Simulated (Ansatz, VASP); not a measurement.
# CdF2: VASP beside Ansatz

Contents of INCAR:

```
SYSTEM = CdF2
  PREC = Accurate
  ENCUT = 520
  EDIFF = 1E-6
  ISMEAR = 0
  SIGMA = 0.05
  LREAL = .FALSE.
  LASPH = .TRUE.
  NELM = 100
  ALGO = Normal
  ISIF = 2
  LWAVE = .FALSE.
  LCHARG = .TRUE.
  GGA = PE
  LELF = .TRUE.
  LVHAR = .TRUE.
  NBANDS = 20
```

File KPOINTS:

```
Automatic mesh
0
G
  8 8 8
  0 0 0
```

File POSCAR:

```
CdF2
1.0
    0.0000000000      2.6391750177      2.6391750177
    2.6391750177      0.0000000000      2.6391750177
    2.6391750177      2.6391750177      0.0000000000
Cd F
1 2
Direct
    0.0000000000      0.0000000000      0.0000000000
    0.2500000000      0.2500000000      0.2500000000
    0.7500000000      0.7500000000      0.7500000000
```

Input for Ansatz:

```yaml
crystal:
  lattice:
    - [0.0, 2.6391750177, 2.6391750177]
    - [2.6391750177, 0.0, 2.6391750177]
    - [2.6391750177, 2.6391750177, 0.0]
  atoms:
    - { symbol: Cd, position: [0.0, 0.0, 0.0] }
    - { symbol: F, position: [0.25, 0.25, 0.25] }
    - { symbol: F, position: [0.75, 0.75, 0.75] }
basis:
  ecutwfc: 520.0
kpoints:
  mp_grid: { grid: [8, 8, 8] }
hamiltonian:
  xc: pbe
  pseudopotentials: { kind: paw }
scf:
  occupations: { method: gaussian, width: 0.05 }
output:
  forces: true
  stress: true
  eigenvalues: true
```

Alike in both runs: task single point; functional PBE; k mesh 8 × 8 × 8; occupations gaussian, width 0.05 eV; no spin polarisation.

|  | VASP | Ansatz |
| --- | --- | --- |
| version | VASP 6.6.1 | Ansatz 0.2.0 |
| potentials or method | VASP PAW PBE potentials, release 64 (Cd, F), cutoff 520 eV | scalar-relativistic, plane waves, PAW |
| valence electrons in the cell | 26 | 34 |

|  | VASP | Ansatz | Ansatz less VASP |
| --- | --- | --- | --- |
| gap on the k mesh at the Fermi level (eV) | 3.29 | 3.33 | +0.037 |
| least direct gap on the mesh (eV) | 3.70 | 3.74 | +0.037 |
| pressure (GPa) | 15.0 | 13.9 | -1.11 |

VASP's potentials hold 26 valence electrons a cell and Ansatz's 34, so a difference there can come from the potentials and not from the codes.
